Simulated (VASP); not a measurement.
# EuMn3 (Pm-3m) in VASP: single point with PBEsol

Aim: the single point of EuMn3 with PBEsol.

Program: VASP 6.6.1. These are calculated values, not measurements. Logs are shortened: lines on timing, memory, paths and dates and some standing lists are left out, and cuts for length are marked.

### Step 1. The cell of the first run

It takes space group Pm-3m (No. 221, cubic). Conventional cell: a = 4.024 Å, b = 4.024 Å, c = 4.024 Å, α = 90.00°, β = 90.00°, γ = 90.00°. Eu (site symmetry m-3m) has 12 Mn at 2.85 Å within 3.7 Å. Mn (site symmetry 4/mmm) has 4 Eu at 2.85 Å and 8 Mn at 2.85 Å within 3.7 Å.

### Step 2. Single point, PBEsol, collinear spin, ferrimagnetic start

POSCAR

```
EuMn3
1.0
    4.0243067420      0.0000000000      0.0000000000
    0.0000000000      4.0243067420      0.0000000000
    0.0000000000      0.0000000000      4.0243067420
Eu Mn
1 3
Direct
    0.0000000000      0.0000000000      0.0000000000
    0.0000000000      0.5000000000      0.5000000000
    0.5000000000      0.5000000000      0.0000000000
    0.5000000000      0.0000000000      0.5000000000
```

INCAR.step1

```
ALGO = Normal
EDIFF = 1E-6
ENCUT = 520
GGA = PS
ISIF = 2
ISMEAR = 0
ISPIN = 2
LASPH = True
LCHARG = True
LMAXMIX = 6
LREAL = False
LWAVE = False
MAGMOM = 7.07 -3.64 -3.64 -3.64
NBANDS = 40
NELM = 150
PREC = Accurate
SIGMA = 0.05
```

KPOINTS.step1

```
k-points
0
Gamma
  8 8 8
```

INCAR.step2

```
ALGO = Normal
EDIFF = 1E-6
ENCUT = 520
GGA = PS
ICHARG = 11
ISIF = 2
ISMEAR = -5
ISPIN = 2
LASPH = True
LCHARG = False
LMAXMIX = 6
LORBIT = 11
LREAL = False
LWAVE = False
MAGMOM = 7.07 -3.64 -3.64 -3.64
NEDOS = 2001
NELM = 150
PREC = Accurate
SIGMA = 0.05
```

KPOINTS.step2

```
k-points
0
Gamma
  12 12 12
```

Potentials or basis: VASP PAW PBE potentials, release 64 (Eu, Mn_pv).

Run with:

```console
$ cat potpaw_PBE.64/Eu/POTCAR potpaw_PBE.64/Mn_pv/POTCAR > POTCAR
$ cp INCAR.step1 INCAR
$ cp KPOINTS.step1 KPOINTS
$ mpirun -np 1 vasp_std > vasp.out
$ cp INCAR.step2 INCAR
$ cp KPOINTS.step2 KPOINTS
$ mpirun -np 1 vasp_std > vasp.out
```

OUTCAR:

```text
EDIFF = 1E-6
   ENCUT = 520
   GGA = PS
   ICHARG = 11
   ISIF = 2
   ISMEAR = -5
   ISPIN = 2
   LASPH = True
   LORBIT = 11
   LREAL = False
   NELM = 150
   PREC = Accurate

 ion  position               nearest neighbor table
   1  0.000  0.000  0.000-   2 2.85   3 2.85   4 2.85   2 2.85   4 2.85   2 2.85   3 2.85   2 2.85
                             3 2.85   4 2.85   4 2.85   3 2.85
   2  0.000  0.500  0.500-   1 2.85   3 2.85   4 2.85   1 2.85   3 2.85   1 2.85   4 2.85   1 2.85
                             3 2.85   4 2.85   3 2.85   4 2.85
   3  0.500  0.500  0.000-   1 2.85   2 2.85   4 2.85   2 2.85   4 2.85   1 2.85   4 2.85   4 2.85
                             1 2.85   2 2.85   2 2.85   1 2.85
   4  0.500  0.000  0.500-   1 2.85   2 2.85   3 2.85   1 2.85   3 2.85   2 2.85   3 2.85   3 2.85
                             1 2.85   2 2.85   1 2.85   2 2.85

  LATTYP: Found a simple cubic cell.
 ALAT       =     4.0243067420

  Lattice vectors:

 A1 = (   4.0243067420,   0.0000000000,   0.0000000000)
 A2 = (   0.0000000000,   4.0243067420,   0.0000000000)
 A3 = (   0.0000000000,   0.0000000000,   4.0243067420)

Analysis of symmetry for initial positions (statically):
=====================================================================
 Subroutine PRICEL returns:
 Original cell was already a primitive cell.

 Routine SETGRP: Setting up the symmetry group for a
 simple cubic supercell.

 Subroutine GETGRP returns: Found 48 space group operations
 (whereof 48 operations were pure point group operations)
 out of a pool of 48 trial point group operations.

The static configuration has the point symmetry O_h .

Analysis of symmetry for dynamics (positions and initial velocities):
=====================================================================
 Subroutine PRICEL returns:
 Original cell was already a primitive cell.

 Routine SETGRP: Setting up the symmetry group for a
 simple cubic supercell.

 Subroutine GETGRP returns: Found 48 space group operations
 (whereof 48 operations were pure point group operations)
 out of a pool of 48 trial point group operations.

The dynamic configuration has the point symmetry O_h .

Analysis of structural, dynamic, and magnetic symmetry:
=====================================================================
 Subroutine PRICEL returns:
 Original cell was already a primitive cell.

 Routine SETGRP: Setting up the symmetry group for a
 simple cubic supercell.

 Subroutine GETGRP returns: Found 48 space group operations
 (whereof 48 operations were pure point group operations)
 out of a pool of 48 trial point group operations.

The overall configuration has the point symmetry O_h .

[... 136 lines left out ...]
 Fermi weights with tetrahedron method with Bloechl corrections
  energy-cutoff  :      520.00
  volume of cell :       65.17
 maximum number of plane-waves:      1777
 NGX is ok and might be reduce to    30

 number of electron      56.0000102 magnetization      -3.4413517

 Free energy of the ion-electron system (eV)
  ---------------------------------------------------
  ext. energy  EPLUGINS =         0.00000000
  ---------------------------------------------------
  free energy    TOTEN  =       -38.67286713 eV

  energy without entropy =      -38.67286713  energy(sigma->0) =      -38.67286713

 E-fermi :   6.3902     XC(G=0): -12.2763

 val. band max:        6.4400395242   @ k =   0.2500   0.2500   0.1667
 cond. band min:       6.3972646369   @ k =   0.4167   0.4167   0.0000
 fundamental gap:     -0.0427748873
 Fermi energy:         6.3902301769

 spin component 1

 k-point     1 :       0.0000    0.0000    0.0000
  band No.  band energies     occupation
      1     -39.3414      1.00000
      2     -39.3414      1.00000
      3     -39.3414      1.00000
      4     -39.2862      1.00000
      5     -39.2862      1.00000
      6     -39.2862      1.00000
[... 901 lines left out ...]
     34       8.1463      0.00000
     35       8.1755      0.00000

 [... further k-points ...]

 spin component 2

 k-point     1 :       0.0000    0.0000    0.0000
  band No.  band energies     occupation
      1     -42.7567      1.00000
      2     -42.7567      1.00000
      3     -42.7567      1.00000
      4     -42.7056      1.00000
      5     -42.7056      1.00000
      6     -42.7056      1.00000
[... 901 lines left out ...]
     34       9.9010      0.00000
     35      10.1132      0.00000

 [... further k-points ...]

------------------------ aborting loop because EDIFF is reached ----------------------------------------

  FORCE on cell =-STRESS in cart. coord.  units (eV):
  Direction    XX          YY          ZZ          XY          YZ          ZX
  --------------------------------------------------------------------------------------
  -------------------------------------------------------------------------------------
  Total       -0.0212297     -0.0212297     -0.0212297     -0.0000000      0.0000000     -0.0000000
  in kB       -0.5218918     -0.5218918     -0.5218918     -0.0000000      0.0000000     -0.0000000
  external PRESSURE =      -0.5218918 kB  Pullay stress =       0.0000000 kB

 VOLUME and BASIS-vectors are now :
 -----------------------------------------------------------------------------
  energy-cutoff  :      520.00
  volume of cell :       65.17
      direct lattice vectors                 reciprocal lattice vectors
     4.024306742  0.000000000  0.000000000     0.248490004  0.000000000  0.000000000
     0.000000000  4.024306742  0.000000000     0.000000000  0.248490004  0.000000000
     0.000000000  0.000000000  4.024306742     0.000000000  0.000000000  0.248490004

 POSITION                                       TOTAL-FORCE (eV/Angst)
 -----------------------------------------------------------------------------------
      0.00000      0.00000      0.00000         0.000000      0.000000      0.000000
      0.00000      2.01215      2.01215         0.000000      0.000000      0.000000
      2.01215      2.01215      0.00000         0.000000      0.000000      0.000000
      2.01215      0.00000      2.01215         0.000000      0.000000      0.000000
 -----------------------------------------------------------------------------------
    total drift:                                0.000000      0.000000     -0.000000

  FREE ENERGIE OF THE ION-ELECTRON SYSTEM (eV)
  ---------------------------------------------------
  free  energy   TOTEN  =       -38.6728671290 eV

  energy  without entropy=      -38.6728671290  energy(sigma->0) =      -38.67286713

 total charge

# of ion       s       p       d       f       tot
--------------------------------------------------
    1        2.109   5.646   0.851   6.338  14.944
    2        0.357   6.210   5.041   0.000  11.608
    3        0.357   6.210   5.041   0.000  11.608
    4        0.357   6.210   5.041   0.000  11.608
--------------------------------------------------
tot          3.182  24.275  15.973   6.338  49.768

 magnetization (x)

# of ion       s       p       d       f       tot
--------------------------------------------------
    1        0.016  -0.103   0.265   6.209   6.386
    2       -0.001  -0.008  -3.263   0.000  -3.273
    3       -0.001  -0.008  -3.263   0.000  -3.273
    4       -0.001  -0.008  -3.263   0.000  -3.273
--------------------------------------------------
tot          0.012  -0.128  -9.524   6.209  -3.432
```

It took 27 min on 1 thread of Intel Xeon 8259CL, shared host; peak memory 0.41 GiB.

What came out:

```
Net moment                                            : -3.44 μB per cell
Site moments                                          : Eu +6.39; Mn -3.27 μB
Valence electrons inside the program's atomic spheres : Eu 14.94; Mn 11.61
```

Caveat: the PAW data sets were made with another functional, which shifts forces and pressure a little; spin-orbit coupling is left out, which moves the levels of the heavy elements; semilocal functionals describe open f shells poorly, which spoils levels, moments and volumes. The state reached can hang on the start; a lower one may exist.
